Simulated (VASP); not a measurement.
A run of VASP 6.6.1 is set up as follows.

INCAR

```
PREC = Accurate
ENCUT = 700
EDIFF = 1E-6
ISMEAR = -1
SIGMA = 0.05
LREAL = False
LASPH = True
NELM = 200
ALGO = Normal
ISIF = 2
LWAVE = False
LCHARG = False
ISPIN = 2
MAGMOM = 4 0
LORBIT = 11
LMAXMIX = 4
GGA = PS
IVDW = 13
NBANDS = 22
GGA_COMPAT = False
```

KPOINTS

```
Automatic mesh
0
Gamma
  10 10 10
```

File POSCAR:

```
MnO
1.0
    0.0000000000      2.1785090927      2.1785090927
    2.1785090927      0.0000000000      2.1785090927
    2.1785090927      2.1785090927      0.0000000000
Mn O
1 1
Direct
    0.0000000000      0.0000000000      0.0000000000
    0.5000000000      0.5000000000      0.5000000000
```

Potentials or basis: VASP PAW PBE potentials, release 64 (Mn_sv, O).

Launch:

```console
$ cat potpaw_PBE.64/Mn_sv/POTCAR potpaw_PBE.64/O/POTCAR > POTCAR
$ mpirun -np 1 vasp_std > vasp.out
```

Q: What does it give for the site moments?

A: Mn +3.97; O +0.18 μB.

Q: Estimate the dispersion energy per atom.

A: -0.141 eV.

Q: Estimate the net moment.

A: 4.53 μB per cell.

Q: What does it give for the pressure?

A: -4.2 GPa.

Caveat: the cell stands under tension; the PAW data sets were made with another functional, which shifts forces and pressure a little; a cell with one magnetic atom can't hold antiferromagnetic order, which such compounds often take.
